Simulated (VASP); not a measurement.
# C in VASP: notebook, part 2 of 2

VASP 6.6.1.

## 5. Single point, r2SCAN

POSCAR reads:

```
C
1.0
    1.2280479700     -2.1270618200      0.0000000000
    1.2280479700      2.1270618200      0.0000000000
    0.0000000000      0.0000000000      7.1732677600
C
4
Direct
    0.0833794600      0.9166205400      0.7531376000
    0.5833794600      0.4166205400      0.2468624000
    0.9166205400      0.0833794600      0.2468624000
    0.4166205400      0.5833794600      0.7531376000
```

INCAR.step1 reads:

```
SYSTEM = C
  ALGO = Normal
  EDIFF = 1E-4
  ENCUT = 520
  GGA = PE
  ISMEAR = 0
  LASPH = .TRUE.
  LCHARG = .FALSE.
  LREAL = .FALSE.
  LWAVE = .TRUE.
  NBANDS = 16
  NELM = 60
  PREC = Accurate
  SIGMA = 0.1
```

INCAR.step2 reads:

```
SYSTEM = C
  ALGO = Normal
  EDIFF = 1E-6
  ENCUT = 520
  ISIF = 2
  ISMEAR = 0
  ISTART = 1
  LASPH = .TRUE.
  LCHARG = .FALSE.
  LMIXTAU = .TRUE.
  LREAL = .FALSE.
  LWAVE = .FALSE.
  METAGGA = R2SCAN
  NBANDS = 16
  NELM = 60
  PREC = Accurate
  SIGMA = 0.1
```

KPOINTS reads:

```
k-points
0
G
  3 3 1
  0 0 0
```

Started as:

```bash
cat potpaw_PBE.64/C/POTCAR > POTCAR
cp INCAR.step1 INCAR
mpirun -np 1 vasp_std > vasp.out
cp INCAR.step2 INCAR
mpirun -np 1 vasp_std > vasp.out
```

It took 16 s on 1 thread of Intel Xeon 8259CL, shared host; peak memory 0.14 GiB.

It converged, with:

```
Free energy   : -38.6986 eV
Pressure      : 2.3 GPa
Largest force : 0.094 eV/Å
```

Forces on the atoms (eV/Å):
```
C    0.000  0.094  0.008
C    0.000  0.094 -0.008
C    0.000 -0.094 -0.008
C    0.000 -0.094  0.008
```

Stress tensor (GPa, compression positive):
```
 7.12  0.00  0.00
 0.00  3.84  0.00
 0.00  0.00 -4.08
```

Caveat: the k points lie up to 0.98 Å⁻¹ apart; the PAW data sets were made with another functional, which shifts forces and pressure a little.

## 6. Single point, r2SCAN

POSCAR reads:

```
C
1.0
    1.2159619696     -2.1479622876      0.0091232276
    1.2232502972      2.1521701653     -0.0413730204
   -0.0941886657     -0.0851463517      7.1476530721
C
4
Direct
    0.1034933285      0.9456230676      0.7488005552
    0.5908149738      0.4138432831      0.2394105085
    0.9242568809      0.0859987362      0.2421136921
    0.4285181549      0.5893271320      0.7486182121
```

INCAR.step1 reads:

```
  ALGO = Normal
  EDIFF = 1E-4
  ENCUT = 520
  GGA = PE
  ISMEAR = 0
  LASPH = T
  LCHARG = F
  LREAL = F
  LWAVE = T
  NBANDS = 16
  NELM = 80
  PREC = Accurate
  SIGMA = 0.1
```

INCAR.step2 reads:

```
  ALGO = Normal
  EDIFF = 1E-7
  ENCUT = 520
  ISIF = 2
  ISMEAR = 0
  ISTART = 1
  LASPH = T
  LCHARG = F
  LMIXTAU = T
  LREAL = F
  LWAVE = F
  METAGGA = R2SCAN
  NBANDS = 16
  NELM = 80
  PREC = Accurate
  SIGMA = 0.1
```

KPOINTS reads:

```
k-points
0
Gamma
  4 4 1
```

Potentials or basis: VASP PAW PBE potentials, release 64 (C).

Started as:

```bash
cat potpaw_PBE.64/C/POTCAR > POTCAR
cp INCAR.step1 INCAR
mpirun -np 1 vasp_std > vasp.out
cp INCAR.step2 INCAR
mpirun -np 1 vasp_std > vasp.out
```

OUTCAR:

```text
EDIFF = 1E-7
   ENCUT = 520
   ISIF = 2
   ISMEAR = 0
   ISTART = 1
   LASPH = T
   LREAL = F
   METAGGA = R2SCAN
   NELM = 80
   PREC = Accurate

 ion  position               nearest neighbor table
   1  0.103  0.946  0.749-   4 1.37   4 1.43   4 1.47
   2  0.591  0.414  0.239-   3 1.41   3 1.42   3 1.43
   3  0.924  0.086  0.242-   2 1.41   2 1.42   2 1.43
   4  0.429  0.589  0.749-   1 1.37   1 1.43   1 1.47

  LATTYP: Found a triclinic cell.
 ALAT       =     2.4758613525
[... 374 lines left out ...]
  FORCE on cell =-STRESS in cart. coord.  units (eV):
  Direction    XX          YY          ZZ          XY          YZ          ZX
  --------------------------------------------------------------------------------------
  -------------------------------------------------------------------------------------
  Total        1.8808362     -2.5823945      0.5522967      0.1101277     -0.0211064     -0.0403093
  in kB       80.4144590   -110.4093233     23.6132420      4.7084694     -0.9023983     -1.7234076
  external PRESSURE =      -2.1272074 kB  Pullay stress =       0.0000000 kB

 VOLUME and BASIS-vectors are now :
 -----------------------------------------------------------------------------
  energy-cutoff  :      520.00
  volume of cell :       37.47
      direct lattice vectors                 reciprocal lattice vectors
     1.215961970 -2.147962288  0.009123228     0.410405512 -0.233215692  0.002629966
     1.223250297  2.152170165 -0.041373020     0.409676189  0.231952455  0.008161666
    -0.094188666 -0.085146352  7.147653072     0.001847504  0.001640294  0.139949948

 POSITION                                       TOTAL-FORCE (eV/Angst)
 -----------------------------------------------------------------------------------
      1.21205      1.74908      5.31399        -2.432425     -2.067036      0.018657
      1.20209     -0.39877      1.69949         0.442176      0.430643      0.347026
      1.20625     -1.82080      1.73542        -0.435466     -0.432471     -0.325679
      1.17145      0.28415      5.33039         2.425714      2.068864     -0.040004
 -----------------------------------------------------------------------------------
    total drift:                                0.000152     -0.000362     -0.001215

  FREE ENERGIE OF THE ION-ELECTRON SYSTEM (eV)
  ---------------------------------------------------
  free  energy   TOTEN  =       -39.6415962948 eV

  energy  without entropy=      -39.6415962948  energy(sigma->0) =      -39.64159629
```

OUTCAR.step1:

```text
EDIFF = 1E-4
   ENCUT = 520
   GGA = PE
   ISMEAR = 0
[... 406 lines left out ...]
      1.21205      1.74908      5.31399        -2.392287     -2.057095      0.018352
      1.20209     -0.39877      1.69949         0.438990      0.401169      0.337751
      1.20625     -1.82080      1.73542        -0.432901     -0.402725     -0.313248
      1.17145      0.28415      5.33039         2.386198      2.058651     -0.042855
 -----------------------------------------------------------------------------------
    total drift:                                0.000213     -0.000166      0.000265

  FREE ENERGIE OF THE ION-ELECTRON SYSTEM (eV)
  ---------------------------------------------------
  free  energy   TOTEN  =       -36.7722533039 eV

  energy  without entropy=      -36.7722533039  energy(sigma->0) =      -36.77225330
```

OSZICAR.step1:

```text
N       E                     dE             d eps       ncg     rms          rms(c)
DAV:   1     0.347189828624E+02    0.34719E+02   -0.77827E+03   320   0.914E+02
DAV:   2    -0.366358789841E+02   -0.71355E+02   -0.65611E+02   448   0.192E+02
DAV:   3    -0.392679289398E+02   -0.26320E+01   -0.26216E+01   416   0.353E+01
DAV:   4    -0.392929444613E+02   -0.25016E-01   -0.25004E-01   408   0.401E+00
DAV:   5    -0.392933612178E+02   -0.41676E-03   -0.41668E-03   400   0.492E-01    0.907E+00
DAV:   6    -0.373831228322E+02    0.19102E+01   -0.12894E+00   368   0.714E+00    0.530E+00
DAV:   7    -0.367617268671E+02    0.62140E+00   -0.16521E+00   376   0.812E+00    0.150E+00
DAV:   8    -0.367731419627E+02   -0.11415E-01   -0.67638E-02   376   0.154E+00    0.323E-01
DAV:   9    -0.367719877404E+02    0.11542E-02   -0.17736E-03   408   0.292E-01    0.106E-01
DAV:  10    -0.367722585656E+02   -0.27083E-03   -0.71003E-04   368   0.165E-01    0.703E-02
DAV:  11    -0.367722533039E+02    0.52617E-05   -0.18464E-05   256   0.304E-02
   1 F= -.36772253E+02 E0= -.36772253E+02  d E =-.395393E-11
```

Wall time 41 s (1 thread of Intel Xeon 8259CL, shared host); peak memory 0.14 GiB.

Results:

```yaml
Free_energy: -39.6416 eV
Pressure: -0.2 GPa
Largest_force: 3.192 eV/Å
```

Forces on the atoms (eV/Å):
```
C   -2.432 -2.067  0.019
C    0.442  0.431  0.347
C   -0.435 -0.432 -0.326
C    2.426  2.069 -0.040
```

Stress tensor (GPa, compression positive):
```
  8.04   0.47  -0.17
  0.47 -11.04  -0.09
 -0.17  -0.09   2.36
```

Caveat: the k points lie up to 0.88 Å⁻¹ apart; the PAW data sets were made with another functional, which shifts forces and pressure a little.

## 7. The runs side by side

```csv
task,level,potentials or basis,cell,k mesh,cutoff (eV),pressure (GPa),largest force (eV/Å)
relaxation of cell and atoms,LDA,"VASP PAW LDA potentials, release 64 (C)","relaxed from a = 2.456, b = 2.456, c = 7.173 Å, angles 90.0, 90.0, 120.0°, 4 atoms, atomic positions A",18 × 18 × 6,600,0.0,-
single point,r2SCAN,"VASP PAW PBE potentials, release 64 (C)","a = 2.456, b = 2.456, c = 7.173 Å, angles 90.0, 90.0, 120.0°, 4 atoms, atomic positions A",1 × 1 × 1,520,23.4,0.05
single point,r2SCAN,"VASP PAW PBE potentials, release 64 (C)","a = 2.468, b = 2.476, c = 7.149 Å, angles 91.9, 89.6, 120.9°, 4 atoms, atomic positions B",1 × 1 × 1,520,22.5,6.21
single point,r2SCAN,"VASP PAW PBE potentials, release 64 (C)","a = 2.456, b = 2.456, c = 7.173 Å, angles 90.0, 90.0, 120.0°, 4 atoms, atomic positions A",3 × 3 × 1,520,2.3,0.09
single point,r2SCAN,"VASP PAW PBE potentials, release 64 (C)","a = 2.468, b = 2.476, c = 7.149 Å, angles 91.9, 89.6, 120.9°, 4 atoms, atomic positions B",4 × 4 × 1,520,-0.2,3.19
```

Alike in all rows: no spin polarisation; smearing gaussian 0.1 eV.

Caveats: some runs use coarse meshes; the PAW data sets were made with another functional, which shifts forces and pressure a little (at least some runs).

Absolute energies hang on the potentials; compare differences alone.
